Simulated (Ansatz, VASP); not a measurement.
Given: the input of a run of Ansatz 0.2.0 on InPd.

The input input.yaml:

```yaml
crystal:
  lattice:
    - [3.27188478, 0.0, 0.0]
    - [0.0, 3.27188478, 0.0]
    - [0.0, 0.0, 3.27188478]
  atoms:
    - { symbol: In, position: [0.0, 0.0, 0.0] }
    - { symbol: Pd, position: [0.5, 0.5, 0.5] }
hamiltonian:
  xc: { exchange: pbe, correlation: pbe, exx: { coeff: 0.25, omega: 0.3 } }
  pseudopotentials: { kind: paw }
kpoints:
  mp_grid: { grid: [4, 4, 4] }
scf:
  occupations: { method: fermi_dirac, width: 0.05 }
output:
  forces: true
  stress: true
  eigenvalues: true
relax:
  f_tol: 0.01
  max_steps: 40
  cell: { stress_tol: 0.05 }
```

Potentials or basis: Ansatz PAW.

Launch:

```console
$ ansatz run input.yaml --threads 2 --pin off --max-ram 5632MiB --backend cpu --events-out ev --progress --plain --runs-dir out
```

**Question.** Set up the same calculation for VASP 6.6.1. Potentials there: VASP PAW PBE potentials, release 64 (In_d, Pd).

**Answer.** As run (the cutoff follows the program's own potentials):

Contents of POSCAR:

```
InPd
1.0
    3.2718847800      0.0000000000      0.0000000000
    0.0000000000      3.2718847800      0.0000000000
    0.0000000000      0.0000000000      3.2718847800
In Pd
1 1
Direct
    0.0000000000      0.0000000000      0.0000000000
    0.5000000000      0.5000000000      0.5000000000
```

INCAR.step1

```
SYSTEM = InPd
PREC = Accurate
ENCUT = 600
EDIFF = 1E-5
ISMEAR = -1
SIGMA = 0.05
LREAL = .FALSE.
LASPH = .TRUE.
NELM = 100
ALGO = Normal
LWAVE = .TRUE.
LCHARG = .FALSE.
GGA = PE
NBANDS = 18
```

Contents of INCAR.step2:

```
SYSTEM = InPd
PREC = Accurate
ENCUT = 600
EDIFF = 1E-6
ISMEAR = -1
SIGMA = 0.05
LREAL = .FALSE.
LASPH = .TRUE.
NELM = 100
ALGO = Normal
ISIF = 3
LWAVE = .FALSE.
LCHARG = .FALSE.
GGA = PE
LHFCALC = .TRUE.
AEXX = 0.25
HFSCREEN = 0.3
PRECFOCK = Normal
IBRION = 2
NSW = 60
EDIFFG = -0.01
ISTART = 1
```

Contents of KPOINTS:

```
regular mesh
0
G
  4 4 4
  0 0 0
```

Potentials or basis: VASP PAW PBE potentials, release 64 (In_d, Pd).

Command:

```sh
$ cat potpaw_PBE.64/In_d/POTCAR potpaw_PBE.64/Pd/POTCAR > POTCAR
$ cp INCAR.step1 INCAR
$ mpirun -np 1 vasp_std > vasp.out
$ cp INCAR.step2 INCAR
$ mpirun -np 1 vasp_std > vasp.out
```

Both were run:

|  | VASP | Ansatz | Ansatz less VASP |
| --- | --- | --- | --- |
| gap on the k mesh at the Fermi level, each at its own relaxed structure (eV) | none | none | - |
| relaxed volume (Å³/atom) | 17.56 | 17.50 | -0.058 |
| relaxed cell length with the largest relative difference (Å) | 3.275 | 3.271 | -0.0036 |

VASP's potentials were made for PBE, not for PBE-based screened hybrid. A gap of «none» marks a metal or a gap that the smearing closes. VASP's potentials hold 23 valence electrons a cell and Ansatz's 31, so a difference there can come from the potentials and not from the codes.

The k mesh is coarse, so the values compare programs but aren't converged. Noted on Ansatz's run: the plane-wave basis is chosen anew once the cell has moved, so the energies of steps on either side of that aren't comparable.
